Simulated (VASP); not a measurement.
Set up this calculation in VASP 6.6.1, as the native input.

| Property | Result |
| --- | --- |
| Task | relaxation of cell and atoms |
| Functional | PBE |
| Potentials or basis | VASP PAW PBE potentials, release 64 (Si, Pd, W_sv) |
| Cutoff | 600 eV |
| k mesh | 10 × 10 × 4 |
| Occupations | gaussian, width 0.1 eV |
| Spin | no spin polarisation |
| Dipole correction | no |
| Further INCAR settings | ALGO = Normal; EDIFF = 1e-06; IBRION = 2; EDIFFG = -0.01; NSW = 100; ISIF = 3 |

The structure of Si5PdW2 lies in POSCAR:

```
Si5PdW2
1.0
    3.2452774053      0.0000000000      0.0000000000
    0.0000000000      3.2452774053      0.0000000000
    0.0000000000      0.0000000000     10.6803514049
Si Pd W
5 1 2
Direct
    0.5000000000      0.5000000000      0.8791038349
    0.0000000000      0.0000000000      0.7498240925
    0.5000000000      0.5000000000      0.1208961651
    0.0000000000      0.0000000000      0.2501759075
    0.0000000000      0.0000000000      0.5000000000
    0.0000000000      0.0000000000      0.0000000000
    0.5000000000      0.5000000000      0.6425227909
    0.5000000000      0.5000000000      0.3574772091
```

One way to write it, as run:

INCAR

```
SYSTEM = Si5PdW2
  ALGO = Normal
  EDIFF = 1E-6
  EDIFFG = -0.01
  ENCUT = 600
  GGA = PE
  IBRION = 2
  ISIF = 3
  ISMEAR = 0
  LASPH = .True.
  LCHARG = .False.
  LREAL = .False.
  LWAVE = .False.
  NELM = 60
  NSW = 100
  PREC = Accurate
  SIGMA = 0.1
```

KPOINTS

```
k-points
0
Gamma
  10 10 4
  0 0 0
```

Potentials or basis: VASP PAW PBE potentials, release 64 (Si, Pd, W_sv).

Launch:

```bash
$ cat potpaw_PBE.64/Si/POTCAR potpaw_PBE.64/Pd/POTCAR potpaw_PBE.64/W_sv/POTCAR > POTCAR
$ mpirun -np 1 vasp_std > vasp.out
```

It gave:

- Relaxed volume: 14.08 Å³/atom
- Relaxed cell: a = 3.246 Å, b = 3.246 Å, c = 10.691 Å, α = 90.00°, β = 90.00°, γ = 90.00°
- Space group after relaxing (to 0.05 Å): P4/mmm (No. 123)
- Energy gained by relaxing: 0.4 meV/atom
- Ionic steps: 12
- Pressure after relaxing: 0.1 GPa
- Largest force after relaxing: 0.008 eV/Å
- Band gap on the k mesh: zero (band 29 reaches 12.04 eV, above the bottom of band 30 at 10.85 eV)

Caveat: spin-orbit coupling is left out, which moves the levels of the heavy elements.

Run time: 26 min on 1 thread of Intel(R) Xeon(R) Platinum 8375C CPU @ 2.90GHz (Ice Lake), on a shared host, peak memory 0.46 GiB.
